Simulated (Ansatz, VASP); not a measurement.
## K3Al: VASP beside Ansatz

```
K Al
1.0
     4.96152    0.00000    0.00000
     0.00000    4.96152    0.00000
     0.00000    0.00000    4.96152
K Al
3 1
Direct
  0.00000 0.50000 0.50000
  0.50000 0.00000 0.50000
  0.50000 0.50000 0.00000
  0.00000 0.00000 0.00000
```

Alike in both runs: task relaxation of cell and atoms; functional PBE; k mesh 4 × 4 × 4; occupations gaussian, width 0.1 eV; no spin polarisation.

|  | VASP | Ansatz |
| --- | --- | --- |
| version | VASP 6.6.1 | Ansatz 0.2.0 |
| potentials or method | VASP PAW PBE potentials, release 64 (K_sv, Al), cutoff 600 eV | scalar-relativistic, plane waves, PAW |
| valence electrons in the cell | 30 | 30 |

|  | VASP | Ansatz | Ansatz less VASP |
| --- | --- | --- | --- |
| gap on the k mesh at the Fermi level, each at its own relaxed structure (eV) | none | none | - |
| relaxed volume (Å³/atom) | 47.51 | 46.18 | -1.329 |
| relaxed length of the cell vector where the two differ most in proportion (Å) | 5.749 | 5.695 | -0.0541 |

A gap of «none» marks a metal or a gap that the smearing closes.

Noted on VASP's run: the volume moved by over 15 % at a fixed basis, so the end points are rough.
